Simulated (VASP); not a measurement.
Runs of VASP 6.6.1 on Au. The structure is that of space group Fm-3m (No. 225), or close to it. The cells are those of the table. 

| level | cell | k mesh | cutoff (eV) | share of exact exchange | screening parameter | gap on the mesh (eV) | pressure (GPa) |
| --- | --- | --- | --- | --- | --- | --- | --- |
| PBE-based screened hybrid with 25 % exact exchange | a = 2.916 Å, angles 60.0°, 1 atom | 6 × 6 × 6 | 520 | 0.25 | 0.3 1/Å | none | (b) |
| r2SCAN50+D3(BJ) | a = 2.758 Å, angles 60.0°, 1 atom | 5 × 5 × 5 | 440 | 0.5 | - | none | (a) |
| r2SCANh | a = 2.934 Å, angles 60.0°, 1 atom | 6 × 6 × 6 | 440 | 0.1 | - | none | -1.9 |
| PBE-based screened hybrid with 25 % exact exchange | a = 2.897 Å, angles 60.0°, 1 atom | 6 × 6 × 6 | 520 | 0.25 | 0.3 1/Å | none | 5.1 |
| HF | a = 2.878 Å, angles 60.0°, 1 atom | 6 × 6 × 6 | 520 | 1 | - | none | 25.1 |

Alike in all rows: task single point; potentials or basis VASP PAW PBE potentials, release 64 (Au); no spin polarisation; smearing fermi-dirac 0.05 eV.

Estimate the missing entries.

(a) 30.0; (b) 1.9.

Caveats: all runs use coarse meshes; the PAW data sets were made with another functional, which shifts forces and pressure a little; spin-orbit coupling is left out, which moves the levels of the heavy elements; three body term missing (at least some runs).

A k mesh can miss the band edges, and the runs leave out spin-orbit coupling on Au.

A gap of «none» marks levels without a gap at the run's occupations.
